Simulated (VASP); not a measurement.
# Mg2Sn (Fm-3m) in VASP: further runs

The runs below take Mg2Sn through single point, with PBEsol.

All numbers are computed with VASP 6.6.1; they aren't measurements. Logs are shortened: lines on timing, memory, paths and dates and some standing lists are left out, and cuts for length are marked.

## (1) The cell of the first run

The structure is cubic, space group Fm-3m (No. 225). Conventional cell: a = 6.654 Å, b = 6.654 Å, c = 6.654 Å, α = 90.00°, β = 90.00°, γ = 90.00°. Within 3.8 Å of Mg (site symmetry -43m) lie 4 Sn at 2.88 Å and 6 Mg at 3.33 Å. Within 3.8 Å of Sn (site symmetry m-3m) lie 8 Mg at 2.88 Å.

## (2) Single point, PBEsol

Input file INCAR:

```
SYSTEM = Mg2Sn
PREC = Accurate
ENCUT = 600
EDIFF = 1E-6
ISMEAR = -1
SIGMA = 0.1
LREAL = .False.
LASPH = .True.
NELM = 120
ALGO = Normal
ISIF = 2
LWAVE = .False.
LCHARG = .False.
GGA = PS
NBANDS = 16
GGA_COMPAT = .False.
```

Input file KPOINTS:

```
regular mesh
0
Gamma
  12 12 12
  0 0 0
```

Input file POSCAR:

```
Mg2Sn
1.0
    0.0000000000      3.3270993492      3.3270993492
    3.3270993492      0.0000000000      3.3270993492
    3.3270993492      3.3270993492      0.0000000000
Mg Sn
2 1
Direct
    0.2500000000      0.2500000000      0.2500000000
    0.7500000000      0.7500000000      0.7500000000
    0.0000000000      0.0000000000      0.0000000000
```

Potentials or basis: VASP PAW PBE potentials, release 64 (Mg, Sn_d).

Launch:

```bash
> cat potpaw_PBE.64/Mg/POTCAR potpaw_PBE.64/Sn_d/POTCAR > POTCAR
> mpirun -np 1 vasp_std > vasp.out
```

OUTCAR:

```text
SYSTEM = Mg2Sn
   PREC = Accurate
   ENCUT = 600
   EDIFF = 1E-6
   ISMEAR = -1
   LREAL = .False.
   LASPH = .True.
   NELM = 120
   ISIF = 2
   GGA = PS

 ion  position               nearest neighbor table
   1  0.250  0.250  0.250-   3 2.88   3 2.88   3 2.88   3 2.88   2 3.33   2 3.33   2 3.33   2 3.33
                             2 3.33   2 3.33
   2  0.750  0.750  0.750-   3 2.88   3 2.88   3 2.88   3 2.88   1 3.33   1 3.33   1 3.33   1 3.33
                             1 3.33   1 3.33
   3  0.000  0.000  0.000-   2 2.88   2 2.88   2 2.88   1 2.88   2 2.88   1 2.88   1 2.88   1 2.88

  LATTYP: Found a face centered cubic cell.
 ALAT       =     6.6541986984

  Lattice vectors:

 A1 = (   0.0000000000,   3.3270993492,   3.3270993492)
 A2 = (   3.3270993492,   0.0000000000,   3.3270993492)
 A3 = (   3.3270993492,   3.3270993492,   0.0000000000)

Analysis of symmetry for initial positions (statically):
=====================================================================
 Subroutine PRICEL returns:
 Original cell was already a primitive cell.

 Routine SETGRP: Setting up the symmetry group for a
 face centered cubic supercell.

 Subroutine GETGRP returns: Found 48 space group operations
 (whereof 48 operations were pure point group operations)
 out of a pool of 48 trial point group operations.

The static configuration has the point symmetry O_h .

Analysis of symmetry for dynamics (positions and initial velocities):
=====================================================================
 Subroutine PRICEL returns:
 Original cell was already a primitive cell.

 Routine SETGRP: Setting up the symmetry group for a
 face centered cubic supercell.

 Subroutine GETGRP returns: Found 48 space group operations
 (whereof 48 operations were pure point group operations)
 out of a pool of 48 trial point group operations.

The dynamic configuration has the point symmetry O_h .

 Subroutine INISYM returns: Found 48 space group operations
 (whereof 48 operations are pure point group operations),
 and found     1 'primitive' translations

----------------------------------------------------------------------------------------

                                     Primitive cell

  volume of cell :      73.6593

  direct lattice vectors                    reciprocal lattice vectors
     0.000000000  3.327099349  3.327099349    -0.150281055  0.150281055  0.150281055
     3.327099349  0.000000000  3.327099349     0.150281055 -0.150281055  0.150281055
     3.327099349  3.327099349  0.000000000     0.150281055  0.150281055 -0.150281055

[... 88 lines left out ...]
   NSW    =      0    number of steps for IOM
   IBRION =     -1    ionic relax: 0-MD 1-quasi-New 2-CG
   NFREE  =      0    steps in history (QN), initial steepest desc. (CG)
   ISIF   =      2    stress and relaxation
   ISYM   =      2    0-nonsym 1-usesym 2-fastsym
   POTIM  = 0.5000    time-step for ionic-motion
   TEBEG  =    0.0;   TEEND  =   0.0 temperature during run
   PSTRESS=    0.0 pullay stress
   NELECT =      18.0000    total number of electrons
   NUPDOWN=      -1.0000    fix difference up-down
   EMIN   =  10.00;   EMAX   =-10.00  energy-range for DOS
   EFERMI =   0.00;   METHOD = LEGACY
   ISMEAR =    -1;   SIGMA  =   0.10  broadening in eV -4-tet -1-fermi 0-gaus
   EFERMI_NEDOS =   21; number of points for ismear=-14 and -15
   IALGO  =     38    algorithm
   IMIX   =      4    mixing-type and parameters
     AMIX     =   0.40;   BMIX     =  1.00
     AMIX_MAG =   1.60;   BMIX_MAG =  1.00
  volume/ion in A,a.u.               =      24.55       165.69
  Fermi-wavevector in a.u.,A,eV,Ry     =   1.023505  1.934144 14.252948  1.047562
  Thomas-Fermi vector in A             =   2.157242
   LORBIT       =      0    0 simple, 1 ext, 2 COOP (PROOUT), +10 PAW based schemes
   GGA     = PS    functional components
   LHFCALC =     F    Hartree Fock is set to
   AEXX    =    0.0000 exact exchange contribution
   IVDW    =     0    specifies the selected vdW correction
   LEPSILON=     F    determine dielectric tensor
   LRPA    =     F    only Hartree local field effects (RPA)
 non-spin polarized calculation
  energy-cutoff  :      600.00
  volume of cell :       73.66
 maximum number of plane-waves:      2485
 NGX is ok and might be reduce to    40
   NGX = 19   NGY = 19   NGZ = 19

 number of electron      17.9999999 magnetization

 Free energy of the ion-electron system (eV)
  ---------------------------------------------------
  ext. energy  EPLUGINS =         0.00000000
  ---------------------------------------------------
  free energy    TOTEN  =        -8.32239794 eV

  energy without entropy =       -8.31238153  energy(sigma->0) =       -8.31738973

 E-fermi :   4.5109     XC(G=0):  -9.0390

 val. band max:        4.4748888270   @ k =   0.5000   0.5000   0.0000
 cond. band min:       4.5204264302   @ k =   0.0000   0.0000   0.0000
 fundamental gap:      0.0455376032
 Fermi energy:         4.5108719936

 k-point     1 :       0.0000    0.0000    0.0000
  band No.  band energies     occupation
      1     -16.3883      2.00000
      2     -16.3883      2.00000
      3     -16.3883      2.00000
      4     -16.3436      2.00000
      5     -16.3436      2.00000
      6      -4.8225      2.00000
[... 433 lines left out ...]
      3     -16.3834      2.00000
      4     -16.3433      2.00000
      5     -16.3425      2.00000
      6      -3.3475      2.00000
[... 8 lines left out ...]
     15      10.4930      0.00000
     16      11.0868      0.00000

 [... further k-points ...]

------------------------ aborting loop because EDIFF is reached ----------------------------------------

  FORCE on cell =-STRESS in cart. coord.  units (eV):
  Direction    XX          YY          ZZ          XY          YZ          ZX
  --------------------------------------------------------------------------------------
  -------------------------------------------------------------------------------------
  Total        0.8514247      0.8514247      0.8514247      0.0000000      0.0000000      0.0000000
  in kB       18.5195123     18.5195123     18.5195123      0.0000000      0.0000000      0.0000000
  external PRESSURE =      18.5195123 kB  Pullay stress =       0.0000000 kB

 VOLUME and BASIS-vectors are now :
 -----------------------------------------------------------------------------
  energy-cutoff  :      600.00
  volume of cell :       73.66
      direct lattice vectors                 reciprocal lattice vectors
     0.000000000  3.327099349  3.327099349    -0.150281055  0.150281055  0.150281055
     3.327099349  0.000000000  3.327099349     0.150281055 -0.150281055  0.150281055
     3.327099349  3.327099349  0.000000000     0.150281055  0.150281055 -0.150281055

 POSITION                                       TOTAL-FORCE (eV/Angst)
 -----------------------------------------------------------------------------------
      1.66355      1.66355      1.66355         0.000000      0.000000      0.000000
      4.99065      4.99065      4.99065        -0.000000     -0.000000     -0.000000
      0.00000      0.00000      0.00000        -0.000000     -0.000000     -0.000000
 -----------------------------------------------------------------------------------
    total drift:                               -0.000000      0.000000     -0.000000

  FREE ENERGIE OF THE ION-ELECTRON SYSTEM (eV)
  ---------------------------------------------------
  free  energy   TOTEN  =        -8.3223979375 eV

  energy  without entropy=       -8.3123815282  energy(sigma->0) =       -8.31738973
```

OSZICAR:

```text
N       E                     dE             d eps       ncg     rms          rms(c)
DAV:   1     0.100207002928E+03    0.10021E+03   -0.90290E+03  2304   0.131E+03
DAV:   2    -0.332188190989E+00   -0.10054E+03   -0.97545E+02  2464   0.331E+02
DAV:   3    -0.844403028725E+01   -0.81118E+01   -0.80793E+01  3136   0.779E+01
DAV:   4    -0.864646149488E+01   -0.20243E+00   -0.20240E+00  2688   0.132E+01
DAV:   5    -0.865511422030E+01   -0.86527E-02   -0.86526E-02  3456   0.248E+00    0.342E+00
DAV:   6    -0.840013023125E+01    0.25498E+00   -0.19577E-01  2808   0.178E+00    0.187E+00
DAV:   7    -0.832256092986E+01    0.77569E-01   -0.18898E-01  2904   0.277E+00    0.415E-01
DAV:   8    -0.832245222500E+01    0.10870E-03   -0.14435E-02  2920   0.127E+00    0.188E-01
DAV:   9    -0.832243157166E+01    0.20653E-04   -0.10330E-03  3016   0.371E-01    0.404E-02
DAV:  10    -0.832239838853E+01    0.33183E-04   -0.18850E-04  2848   0.688E-02    0.162E-02
DAV:  11    -0.832239789116E+01    0.49737E-06   -0.14849E-05  2736   0.298E-02    0.481E-03
DAV:  12    -0.832239793754E+01   -0.46374E-07   -0.22031E-06  2328   0.153E-02
   1 F= -.83223979E+01 E0= -.83173897E+01  d E =-.100164E-01
```

stdout:

```text
POSCAR found type information on POSCAR MgSn
 POSCAR found :  2 types and       3 ions
 scaLAPACK will be used
 -----------------------------------------------------------------------------
|                                                                             |
|                                                                             |
|     You enforced a specific xc type in the INCAR file but a different       |
|     I HOPE YOU KNOW WHAT YOU ARE DOING!                                     |
|                                                                             |
 -----------------------------------------------------------------------------

 LDA part: xc-table for (Slater+PW92), standard interpolation
 POSCAR, INCAR and KPOINTS ok, starting setup
 FFT: planning ... GRIDC
 FFT: planning ... GRID_SOFT
 FFT: planning ... GRID
 WAVECAR not read
 entering main loop
```

Run time: 2.7 min. Hardware: 1 thread of Intel Xeon 8259CL, shared host; peak memory 0.31 GiB.

Results:

| Quantity | Value |
| --- | --- |
| Free energy | -8.3224 eV |
| Pressure | 1.9 GPa |
| Band gap on the k mesh | zero (bands 9 and 10 overlap by 0.05 eV) |

Levels at points of the mesh, in eV from the Fermi level:
| k point | band 6 | band 7 | band 8 | band 9 | band 10 | band 11 | band 12 | band 13 |
| --- | --- | --- | --- | --- | --- | --- | --- | --- |
| (0.00, 0.00, 0.00) | -9.33 | 0.01 | 0.01 | 0.01 | 1.64 | 2.25 | 2.25 | 2.25 |
| (0.50, 0.00, 0.00) | -7.99 | -4.97 | -0.84 | -0.84 | 0.86 | 2.27 | 2.27 | 3.99 |
| (0.50, 0.50, 0.00) | -7.46 | -4.71 | -2.17 | -2.17 | -0.04 | 0.07 | 7.43 | 7.43 |

Caveat: the PAW data sets were made with another functional, which shifts forces and pressure a little; spin-orbit coupling is left out, which moves the levels of the heavy elements.

## (3) Single point, PBEsol

This run uses another cell than the first one, of 25.04 Å³/atom.

Input file INCAR:

```
SYSTEM = Mg2Sn
PREC = Accurate ; ENCUT = 600
EDIFF = 1E-6 ; ISMEAR = -1
SIGMA = 0.1 ; LREAL = .False.
LASPH = .True. ; NELM = 120
ALGO = Normal ; ISIF = 2
LWAVE = .False. ; LCHARG = .False.
GGA = PS ; NBANDS = 16
GGA_COMPAT = .False.
```

KPOINTS is that of step 2.

Input file POSCAR:

```
Mg2Sn
1.0
    0.0000000000      3.3489859859      3.3489859859
    3.3489859859      0.0000000000      3.3489859859
    3.3489859859      3.3489859859      0.0000000000
Mg Sn
2 1
Direct
    0.2500000000      0.2500000000      0.2500000000
    0.7500000000      0.7500000000      0.7500000000
    0.0000000000      0.0000000000      0.0000000000
```

Potentials or basis: VASP PAW PBE potentials, release 64 (Mg, Sn_d).

Launch:

```bash
> cat potpaw_PBE.64/Mg/POTCAR potpaw_PBE.64/Sn_d/POTCAR > POTCAR
> mpirun -np 1 vasp_std > vasp.out
```

Run time: 2.1 min. Hardware: 1 thread of Intel Xeon 8259CL, shared host; peak memory 0.31 GiB.

The run converged. Its results:

* Free energy: -8.3351 eV
* Pressure: 0.9 GPa
* Band gap on the k mesh: zero (bands 9 and 10 overlap by 0.08 eV)

Levels at points of the mesh, in eV from the Fermi level:
```tsv
k point	band 7	band 8	band 9	band 10	band 11	band 12
(0.00, 0.00, 0.00)	0.01	0.01	0.01	1.53	2.23	2.23
(0.50, 0.00, 0.00)	-4.89	-0.83	-0.83	0.79	2.26	2.26
(0.50, 0.50, 0.00)	-4.65	-2.13	-2.13	-0.06	0.10	7.34
```

Caveat: the PAW data sets were made with another functional, which shifts forces and pressure a little; spin-orbit coupling is left out, which moves the levels of the heavy elements.

## (4) Single point, PBEsol

This run uses another cell than the first one, of 25.61 Å³/atom.

INCAR is that of step 3.

KPOINTS is that of step 3.

Input file POSCAR:

```
Mg2Sn
1.0
    0.0000000000      3.3739531254      3.3739531254
    3.3739531254      0.0000000000      3.3739531254
    3.3739531254      3.3739531254      0.0000000000
Mg Sn
2 1
Direct
    0.2500000000      0.2500000000      0.2500000000
    0.7500000000      0.7500000000      0.7500000000
    0.0000000000      0.0000000000      0.0000000000
```

Launch:

```bash
> cat potpaw_PBE.64/Mg/POTCAR potpaw_PBE.64/Sn_d/POTCAR > POTCAR
> mpirun -np 1 vasp_std > vasp.out
```

It took 2.7 min on 1 thread of Intel Xeon 8259CL, shared host; peak memory 0.31 GiB.

It converged, with:

```
Free energy            : -8.3392 eV
Pressure               : -0.2 GPa
Band gap on the k mesh : zero (bands 9 and 10 overlap by 0.11 eV)
```

Levels at points of the mesh, in eV from the Fermi level:
```
           k point  band 6  band 7  band 8  band 9  band 10  band 11  band 12  band 13
(0.00, 0.00, 0.00)   -9.12    0.02    0.02    0.02     1.41     2.20     2.20     2.20
(0.50, 0.00, 0.00)   -7.86   -4.81   -0.81   -0.81     0.71     2.25     2.25     3.93
(0.50, 0.50, 0.00)   -7.35   -4.58   -2.09   -2.09    -0.09     0.13     7.24     7.24
```

Caveat: the PAW data sets were made with another functional, which shifts forces and pressure a little; spin-orbit coupling is left out, which moves the levels of the heavy elements.

## (5) The runs side by side

```csv
cell,gap on the mesh (eV),pressure (GPa)
"a = 4.705 Å, angles 60.0°, 3 atoms",none,1.9
"a = 4.736 Å, angles 60.0°, 3 atoms",none,0.9
"a = 4.771 Å, angles 60.0°, 3 atoms",none,-0.2
```

Alike in all rows: task single point; level PBEsol; potentials or basis VASP PAW PBE potentials, release 64 (Mg, Sn_d); no spin polarisation; k mesh 12 × 12 × 12; cutoff (eV) 600; smearing fermi-dirac 0.1 eV.

Caveats: the PAW data sets were made with another functional, which shifts forces and pressure a little; spin-orbit coupling is left out, which moves the levels of the heavy elements.

Absolute energies hang on the potentials; compare differences alone.
